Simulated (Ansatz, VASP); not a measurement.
## LaB6: VASP beside Ansatz

```xyz
7
Lattice="4.1797 0.0000 0.0000 0.0000 4.1797 0.0000 0.0000 0.0000 4.1797" Properties=species:S:1:pos:R:3 pbc="T T T"
La    0.0000    0.0000    0.0000
B     0.8373    2.0898    2.0898
B     2.0898    0.8373    2.0898
B     3.3424    2.0898    2.0898
B     2.0898    3.3424    2.0898
B     2.0898    2.0898    0.8373
B     2.0898    2.0898    3.3424
```

Alike in both runs: functional r2SCAN; k mesh 8 × 8 × 8; occupations fermi-dirac, width 0.1 eV; no spin polarisation.

Ansatz relaxed the structure, and its values are those at the end. VASP's run is a single point on that final structure, the one shown.

|  | VASP | Ansatz |
| --- | --- | --- |
| version | VASP 6.6.1 | Ansatz 0.2.0 |
| potentials or method | VASP PAW PBE potentials, release 64 (La, B), cutoff 520 eV | PAW plane waves |
| valence electrons in the cell | 29 | 29 |

```tsv
	VASP	Ansatz	Ansatz less VASP
pressure (GPa)	-3.4	-3.4	-0.03
rms of the force components (eV/Å)	0.010	0.000	-0.0098
```

VASP's potentials were made for PBE, not for r2SCAN. Ansatz's warnings: stress scf threshold loose.

Neither program's run includes spin-orbit coupling.
